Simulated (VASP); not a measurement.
# Ta (C2/c) in VASP: single point with PBEsol

Aim: the single point of Ta with PBEsol.

Program: VASP 6.6.1. These are calculated values, not measurements. Logs are shortened: lines on timing, memory, paths and dates and some standing lists are left out, and cuts for length are marked.

## (1) The cell of the first run

The typed cell holds 2 atoms: a = 5.114 Å, b = 5.114 Å, c = 2.947 Å, α = 97.68°, β = 97.68°, γ = 147.74°.

## (2) Single point, PBEsol

Input file INCAR:

```
PREC     = Accurate       # precision mode
ENCUT    = 520            # plane-wave cutoff, eV
EDIFF    = 1E-7           # SCF threshold, eV
ISMEAR   = -1             # smearing method
SIGMA    = 0.1            # smearing width, eV
LREAL    = F              # projectors in reciprocal space
LASPH    = T              # aspherical terms in the spheres
NELM     = 80             # most SCF steps
ALGO     = Normal         # electronic algorithm
ISIF     = 2              # what is computed and relaxed
LWAVE    = F              # write WAVECAR
LCHARG   = T              # write CHGCAR
GGA      = PS             # functional
LELF     = T              # ELF
LVHAR    = T            
ISYM     = 0            
NBANDS   = 18             # bands
```

Input file KPOINTS:

```
Automatic mesh
0
Gamma
  13 13 9
```

Input file POSCAR:

```
Ta
1.0
   -3.4735395523      3.4744531054      1.4210195291
    3.4744531054     -3.4735395523      1.4210195291
    1.8263955396      1.8263955396     -1.4193463548
Ta
2
Direct
    0.9999729445      0.0000270555      1.0000000000
    0.7500270555      0.2499729445      0.5000000000
```

Potentials or basis: VASP PAW PBE potentials, release 64 (Ta_pv).

On the command line:

```
> cat potpaw_PBE.64/Ta_pv/POTCAR > POTCAR
> mpirun -np 1 vasp_std > vasp.out
```

OUTCAR:

```text
PREC = Accurate
   ENCUT = 520
   EDIFF = 1E-7
   ISMEAR = -1
   LREAL = F
   LASPH = T
   NELM = 80
   ISIF = 2
   GGA = PS
   ISYM = 0

 ion  position               nearest neighbor table
   1  1.000  0.000  0.000-   2 2.86   2 2.86   2 2.87   2 2.87   2 3.50   2 3.50   2 3.50   2 3.50

   2  0.750  0.250  0.500-   1 2.86   1 2.86   1 2.87   1 2.87   1 3.50   1 3.50   1 3.50   1 3.50

IMPORTANT INFORMATION: All symmetrisations will be switched off!
NOSYMM: (Re-)initialisation of all symmetry stuff for point group C_1.

----------------------------------------------------------------------------------------

                                     Primitive cell

  volume of cell :      36.0739

  direct lattice vectors                    reciprocal lattice vectors
    -3.473539552  3.474453105  1.421019529     0.064723085  0.208649546  0.351772175
     3.474453105 -3.473539552  1.421019529     0.208649546  0.064723085  0.351772175
     1.826395540  1.826395540 -1.419346355     0.273694892  0.273694892 -0.000175955

  length of vectors
     5.114352149  5.114352149  2.947199588     0.414086191  0.414086191  0.387063068

  position of ions in fractional coordinates (direct lattice)
     0.999972945  0.000027055  0.000000000
     0.750027055  0.249972945  0.500000000

  ion indices of the primitive-cell ions
   primitive index   ion index
                 1           1
                 2           2

----------------------------------------------------------------------------------------

 KPOINTS: Automatic mesh

Automatic generation of k-mesh.
 Grid dimensions read from file:
 generate k-points for:   13   13    9

 Generating k-lattice:

  Cartesian coordinates                     Fractional coordinates (reciprocal lattice)
     0.004978699  0.016049965  0.027059398     0.076923077 -0.000000000  0.000000000
     0.016049965  0.004978699  0.027059398    -0.000000000  0.076923077  0.000000000
     0.030410544  0.030410544 -0.000019551     0.000000000  0.000000000  0.111111111

  Length of vectors
     0.031852784  0.031852784  0.043007008

  Shift w.r.t. Gamma in fractional coordinates (k-lattice)
     0.000000000  0.000000000  0.000000000

 Subroutine IBZKPT returns following result:
 ===========================================

 Found    761 irreducible k-points:

 Following reciprocal coordinates:
[... 34 lines left out ...]
 SYSTEM =  unknown system
   PREC   = accura    normal or accurate (medium, high low for compatibility)
   ISTART =      0    job   : 0-new  1-cont  2-samecut
   ICHARG =      2    charge: 1-file 2-atom 10-const
   ISPIN  =      1    spin polarized calculation?
   LNONCOLLINEAR =      F non collinear calculations
   LSORBIT =      F    spin-orbit coupling
   LASPH  =      T    aspherical Exc in radial PAW
   ENCUT  =  520.0 eV  38.22 Ry    6.18 a.u.   9.51  9.51  5.48*2*pi/ulx,y,z
   NELM   =     80;   NELMIN=  2; NELMDL= -5     # of ELM steps
   EDIFF  = 0.1E-06   stopping-criterion for ELM
   LREAL  =      F    real-space projection
   EDIFFG = 0.1E-05   stopping-criterion for IOM
   NSW    =      0    number of steps for IOM
   IBRION =     -1    ionic relax: 0-MD 1-quasi-New 2-CG
   NFREE  =      0    steps in history (QN), initial steepest desc. (CG)
   ISIF   =      2    stress and relaxation
   ISYM   =      0    0-nonsym 1-usesym 2-fastsym
   POTIM  = 0.5000    time-step for ionic-motion
   TEBEG  =    0.0;   TEEND  =   0.0 temperature during run
   PSTRESS=    0.0 pullay stress
   NELECT =      22.0000    total number of electrons
   NUPDOWN=      -1.0000    fix difference up-down
   EMIN   =  10.00;   EMAX   =-10.00  energy-range for DOS
   EFERMI =   0.00;   METHOD = LEGACY
   ISMEAR =    -1;   SIGMA  =   0.10  broadening in eV -4-tet -1-fermi 0-gaus
   EFERMI_NEDOS =   21; number of points for ismear=-14 and -15
   IALGO  =     38    algorithm
   IMIX   =      4    mixing-type and parameters
     AMIX     =   0.40;   BMIX     =  1.00
     AMIX_MAG =   1.60;   BMIX_MAG =  1.00
  volume/ion in A,a.u.               =      18.04       121.72
  Fermi-wavevector in a.u.,A,eV,Ry     =   1.388305  2.623516 26.223736  1.927390
  Thomas-Fermi vector in A             =   2.512444
   LORBIT       =      0    0 simple, 1 ext, 2 COOP (PROOUT), +10 PAW based schemes
   GGA     = PS    functional components
   LHFCALC =     F    Hartree Fock is set to
   AEXX    =    0.0000 exact exchange contribution
   IVDW    =     0    specifies the selected vdW correction
   LEPSILON=     F    determine dielectric tensor
   LRPA    =     F    only Hartree local field effects (RPA)
 non-spin polarized calculation
  energy-cutoff  :      520.00
  volume of cell :       36.07
 maximum number of plane-waves:       997
 NGX is ok and might be reduce to    40
   NGX = 19   NGY = 19   NGZ = 11

 number of electron      22.0000001 magnetization

 Free energy of the ion-electron system (eV)
  ---------------------------------------------------
  ext. energy  EPLUGINS =         0.00000000
  ---------------------------------------------------
  free energy    TOTEN  =       -24.84904176 eV

  energy without entropy =      -24.77537564  energy(sigma->0) =      -24.81220870

 E-fermi :   5.5370     XC(G=0): -12.7114

 val. band max:        5.5369464049   @ k =  -0.0769  -0.3846   0.2222
 cond. band min:       5.5375855837   @ k =  -0.0000   0.1538  -0.3333
 fundamental gap:      0.0006391788
 Fermi energy:         5.5370441971

 k-point     1 :       0.0000    0.0000    0.0000
  band No.  band energies     occupation
      1     -28.9285      2.00000
      2     -27.8881      2.00000
      3     -27.7257      2.00000
      4     -27.7026      2.00000
      5     -27.6964      2.00000
      6     -27.6873      2.00000
[... 481 lines left out ...]
      5     -27.9987      2.00000
      6     -27.8322      2.00000
[... 10 lines left out ...]
     17      12.2781      0.00000
     18      12.6932      0.00000

 [... further k-points ...]
[... 5 lines left out ...]
  --------------------------------------------------------------------------------------
  -------------------------------------------------------------------------------------
  Total        0.0303197      0.0303262      0.0331010     -0.0086065     -0.0017212     -0.0017203
  in kB        1.3466130      1.3469031      1.4701428     -0.3822477     -0.0764446     -0.0764069
  external PRESSURE =       1.3878863 kB  Pullay stress =       0.0000000 kB

 VOLUME and BASIS-vectors are now :
 -----------------------------------------------------------------------------
  energy-cutoff  :      520.00
  volume of cell :       36.07
      direct lattice vectors                 reciprocal lattice vectors
    -3.473539552  3.474453105  1.421019529     0.064723085  0.208649546  0.351772175
     3.474453105 -3.473539552  1.421019529     0.208649546  0.064723085  0.351772175
     1.826395540  1.826395540 -1.419346355     0.273694892  0.273694892 -0.000175955

 POSITION                                       TOTAL-FORCE (eV/Angst)
 -----------------------------------------------------------------------------------
     -3.47335      3.47427      1.42102         0.000831     -0.000832     -0.000000
     -0.82353      2.65084      0.71135        -0.000831      0.000832      0.000000
 -----------------------------------------------------------------------------------
    total drift:                               -0.000002      0.000002      0.000001

  FREE ENERGIE OF THE ION-ELECTRON SYSTEM (eV)
  ---------------------------------------------------
  free  energy   TOTEN  =       -24.8490417616 eV

  energy  without entropy=      -24.7753756435  energy(sigma->0) =      -24.81220870
```

OSZICAR:

```text
N       E                     dE             d eps       ncg     rms          rms(c)
DAV:   1     0.170830805066E+03    0.17083E+03   -0.12479E+04 27404   0.126E+03
DAV:   2    -0.214916939187E+02   -0.19232E+03   -0.18911E+03 33610   0.359E+02
DAV:   3    -0.258104835869E+02   -0.43188E+01   -0.42645E+01 32552   0.508E+01
DAV:   4    -0.258410846037E+02   -0.30601E-01   -0.30563E-01 31252   0.448E+00
DAV:   5    -0.258413023189E+02   -0.21772E-03   -0.21771E-03 31056   0.360E-01    0.195E+01
DAV:   6    -0.250872819097E+02    0.75402E+00   -0.79220E-01 31018   0.767E+00    0.949E+00
DAV:   7    -0.248530512142E+02    0.23423E+00   -0.67172E-01 32150   0.668E+00    0.490E-01
DAV:   8    -0.248490865067E+02    0.39647E-02   -0.11007E-02 29976   0.952E-01    0.134E-01
DAV:   9    -0.248490469603E+02    0.39546E-04   -0.23869E-04 32378   0.134E-01    0.378E-02
DAV:  10    -0.248490420086E+02    0.49517E-05   -0.23480E-05 33314   0.430E-02    0.107E-02
DAV:  11    -0.248490417579E+02    0.25078E-06   -0.35434E-06 30466   0.171E-02    0.160E-03
DAV:  12    -0.248490417616E+02   -0.37135E-08   -0.38710E-07 21204   0.565E-03
   1 F= -.24849042E+02 E0= -.24812209E+02  d E =-.736661E-01
```

stdout:

```text
POSCAR found type information on POSCAR Ta
 POSCAR found :  1 types and       2 ions
 scaLAPACK will be used
 -----------------------------------------------------------------------------
|                                                                             |
|                                                                             |
|     You enforced a specific xc type in the INCAR file but a different       |
|     I HOPE YOU KNOW WHAT YOU ARE DOING!                                     |
|                                                                             |
 -----------------------------------------------------------------------------

 LDA part: xc-table for (Slater+PW92), standard interpolation
 POSCAR, INCAR and KPOINTS ok, starting setup
 FFT: planning ... GRIDC
 FFT: planning ... GRID_SOFT
 FFT: planning ... GRID
 WAVECAR not read
 entering main loop
```

Wall time 6.4 min (1 thread of Intel Xeon Platinum 8488C (Sapphire Rapids), shared host); peak memory 0.51 GiB.

Results:

```yaml
Free_energy: -24.8490 eV
Pressure: 0.1 GPa
Band_gap_on_the_k_mesh: zero (bands 11 and 12 overlap by 2.33 eV)
```

Levels at points of the mesh, in eV from the Fermi level:
| k point | band 9 | band 10 | band 11 | band 12 | band 13 | band 14 |
| --- | --- | --- | --- | --- | --- | --- |
| (0.00, 0.00, 0.00) | -0.46 | 0.07 | 0.68 | 1.53 | 1.56 | 1.60 |

Caveat: the PAW data sets were made with another functional, which shifts forces and pressure a little; spin-orbit coupling is left out, which moves the levels of the heavy elements.
